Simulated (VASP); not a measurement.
**HfN: single point with PBEsol**

HfN:

```
CELL_PARAMETERS angstrom
3.13391 0.00000 0.00000
-1.56695 2.71404 0.00000
0.00000 0.00000 5.41677
ATOMIC_POSITIONS crystal
Hf 0.66667 0.33333 0.75000
Hf 0.33333 0.66667 0.25000
N 0.00000 0.00000 0.00000
N 0.00000 0.00000 0.50000
```

```
Program             : VASP 6.6.1
Task                : single point
Functional          : PBEsol
Potentials or basis : VASP PAW PBE potentials, release 64 (Hf_pv, N)
Cutoff              : 520 eV
k mesh              : 9 × 9 × 5
Occupations         : methfessel-paxton, width 0.1 eV
Spin                : no spin polarisation
```

The pressure is -4.5 GPa and the band gap on the k mesh is zero (band 15 reaches 9.19 eV, above the bottom of band 16 at 7.52 eV).

Stress tensor (GPa, compression positive):
```
-4.40  0.00  0.00
 0.00 -4.40  0.00
 0.00  0.00 -4.80
```

Levels at points of the mesh, in eV from the Fermi level:
```csv
k point,band 12,band 13,band 14,band 15,band 16,band 17,band 18,band 19
"(0.00, 0.00, 0.00)",-3.69,-3.69,-1.82,-0.75,0.60,0.60,0.94,1.72
```

Run time: 28 s on 1 thread of AMD EPYC 7R13 Processor (Zen 3) (shared host), peak memory 0.15 GiB.

Caveat: the PAW data sets were made with another functional, which shifts forces and pressure a little; spin-orbit coupling is left out, which moves the levels of the heavy elements.
